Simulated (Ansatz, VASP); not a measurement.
# Two plane-wave programs on Ba

The input POSCAR:

```
Ba
1.0
   -2.5367939014      2.5367939014      2.5367939014
    2.5367939014     -2.5367939014      2.5367939014
    2.5367939014      2.5367939014     -2.5367939014
Ba
1
Direct
    0.0000000000      0.0000000000      0.0000000000
```

File INCAR.step1:

```
  PREC = Accurate
  ENCUT = 520
  ISMEAR = -1
  SIGMA = 0.1
  LREAL = False
  LASPH = True
  NELM = 80
  NBANDS = 11
  GGA = PE
  ALGO = Normal
  EDIFF = 1E-4
  LWAVE = True
  LCHARG = False
```

Contents of INCAR.step2:

```
  PREC = Accurate
  ENCUT = 520
  EDIFF = 1E-7
  ISMEAR = -1
  SIGMA = 0.1
  LREAL = False
  LASPH = True
  NELM = 80
  ALGO = Normal
  ISIF = 2
  LWAVE = False
  LCHARG = False
  METAGGA = R2SCAN
  LMIXTAU = True
  NBANDS = 11
  ISTART = 1
```

Contents of KPOINTS:

```
regular mesh
0
Gamma
  7 7 7
```

Input for Ansatz:

```yaml
crystal:
  lattice:
    - [-2.5367939014, 2.5367939014, 2.5367939014]
    - [2.5367939014, -2.5367939014, 2.5367939014]
    - [2.5367939014, 2.5367939014, -2.5367939014]
  atoms:
    - { symbol: Ba, position: [0.0, 0.0, 0.0] }
hamiltonian:
  xc: r2scan
  pseudopotentials:
    kind: paw
    azcp:
      Ba: "pseudopotentials/Ba.paw.azcp"
basis:
  ecutwfc: 500
  fft_grid_basis: typed
kpoints:
  mp_grid: { grid: [7, 7, 7], shift: [0, 0, 0] }
magnetization:
  spin_polarized: false
scf:
  occupations: { method: fermi_dirac, width: 0.1 }
  lower_state_search: "off"
output:
  stress: true
  write_density: true
  write_potential: true
  elf: true
  volumetric_format: npy
```

Alike in both runs: task single point; functional r2SCAN; k mesh 7 × 7 × 7; occupations fermi-dirac, width 0.1 eV; no spin polarisation.

|  | VASP | Ansatz |
| --- | --- | --- |
| version | VASP 6.6.1 | Ansatz 0.2.0 |
| potentials or method | VASP PAW PBE potentials, release 64 (Ba_sv), cutoff 520 eV | plane waves (500 eV) with PAW, scalar-relativistic |
| valence electrons in the cell | 10 | 10 |

```csv
,VASP,Ansatz,Ansatz less VASP
pressure (GPa),0.1,0.0,-0.04
```

VASP's potentials were made for PBE, not for r2SCAN.

Spin-orbit coupling is off throughout.
